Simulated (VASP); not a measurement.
Set up this calculation in VASP 6.6.1, as the native input.

```yaml
Task: single point
Functional: PBE
Potentials_or_basis: VASP PAW PBE potentials, release 64 (Ba_sv, Te)
Cutoff: 520 eV
k_mesh: 6 × 6 × 6
Occupations: gaussian, width 0.1 eV
Spin: no spin polarisation
Dipole_correction: no
Further_INCAR_settings: ALGO = Fast; EDIFF = 1e-07; NBANDS = 38
```

The structure of Ba4Te3 lies in POSCAR:

```
Ba4Te3
1.0
    7.0090362633      0.0000000000      0.0000000000
    0.0000000000      7.0090362633      0.0000000000
    0.0000000000      0.0000000000      7.0090362633
Ba Te
4 3
Direct
    0.5000000000      0.5000000000      0.5000000000
    0.0000000000      0.5000000000      0.5000000000
    0.5000000000      0.0000000000      0.5000000000
    0.5000000000      0.5000000000      0.0000000000
    0.5000000000      0.0000000000      0.0000000000
    0.0000000000      0.5000000000      0.0000000000
    0.0000000000      0.0000000000      0.5000000000
```

The cell was generated, and may not be a known phase.

One way to write it, as run:

INCAR

```
SYSTEM = Ba4Te3
PREC = Accurate
ENCUT = 520
EDIFF = 1E-7
ISMEAR = 0
SIGMA = 0.1
LREAL = .False.
LASPH = .True.
NELM = 60
ALGO = Fast
ISIF = 2
LWAVE = .False.
LCHARG = .True.
GGA = PE
LELF = .True.
LVHAR = .True.
NBANDS = 38
```

KPOINTS

```
Automatic mesh
0
Gamma
  6 6 6
  0 0 0
```

Potentials or basis: VASP PAW PBE potentials, release 64 (Ba_sv, Te).

Run with:

```bash
$ cat potpaw_PBE.64/Ba_sv/POTCAR potpaw_PBE.64/Te/POTCAR > POTCAR
$ mpirun -np 1 vasp_std > vasp.out
```

It gave:

The pressure is 0.3 GPa. The band gap on the k mesh is zero (bands 29 and 30 overlap by 1.54 eV).

Caveat: spin-orbit coupling is left out, which moves the levels of the heavy elements.

It took 15 min on 1 thread of Oxide Virtual Turin-like Processor (shared host), peak memory 0.5 GiB.
